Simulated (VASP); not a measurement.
Set up this calculation in VASP 6.6.1, as the native input.

- Task: relaxation of cell and atoms
- Functional: PBE
- Potentials or basis: VASP PAW PBE potentials, release 64 (Cd, Se)
- Cutoff: 600 eV
- k mesh: 12 × 12 × 12
- Occupations: fermi-dirac, width 0.03 eV
- Spin: no spin polarisation
- Dipole correction: no
- Further INCAR settings: ALGO = Normal; EDIFF = 1e-07; IBRION = 2; EDIFFG = -0.005; NSW = 100; ISIF = 3

The structure of CdSe (rocksalt type) lies in POSCAR:

```
CdSe
1.0
    0.0000000000      2.6892810254      2.6892810254
    2.6892810254      0.0000000000      2.6892810254
    2.6892810254      2.6892810254      0.0000000000
Cd Se
1 1
Direct
    0.0000000000      0.0000000000      0.0000000000
    0.5000000000      0.5000000000      0.5000000000
```

These files were run (other wordings do the same):

INCAR

```
SYSTEM = CdSe
PREC     = Accurate       ! precision mode
ENCUT    = 600            ! plane-wave cutoff, eV
EDIFF    = 1E-7           ! SCF threshold, eV
ISMEAR   = -1             ! smearing method
SIGMA    = 0.03           ! smearing width, eV
LREAL    = .False.        ! projectors in reciprocal space
LASPH    = .True.         ! aspherical terms in the spheres
NELM     = 60             ! most SCF steps
ALGO     = Normal         ! electronic algorithm
ISIF     = 3              ! what is computed and relaxed
LWAVE    = .False.        ! write WAVECAR
LCHARG   = .False.        ! write CHGCAR
GGA      = PE             ! functional
IBRION   = 2              ! ionic algorithm
NSW      = 100            ! ionic steps
EDIFFG   = -0.005         ! ionic threshold
```

KPOINTS

```
Automatic mesh
0
Gamma
  12 12 12
  0 0 0
```

Potentials or basis: VASP PAW PBE potentials, release 64 (Cd, Se).

The run is started by

```bash
$ cat potpaw_PBE.64/Cd/POTCAR potpaw_PBE.64/Se/POTCAR > POTCAR
$ mpirun -np 1 vasp_std > vasp.out
```

It gave:

```yaml
Relaxed_volume: 23.72 Å³/atom
Relaxed_cell: a = 4.064 Å, b = 4.064 Å, c = 4.064 Å, α = 60.00°, β = 60.00°, γ = 60.00°
Space_group_after_relaxing_to_0.05_Å: Fm-3m (No. 225)
Energy_gained_by_relaxing: 212.3 meV/atom
Ionic_steps: 5
Pressure_after_relaxing: 0.0 GPa
Band_gap_on_the_k_mesh: zero (band 9 reaches 2.25 eV, above the bottom of band 10 at 1.82 eV)
```

Caveat: the volume moved by over 15 % at a fixed basis, so the end points are rough.

Run time: 2.2 min on 1 thread of Intel(R) Xeon(R) Platinum 8259CL CPU @ 2.50GHz (Skylake/Cascade Lake), on a shared host, peak memory 0.21 GiB.
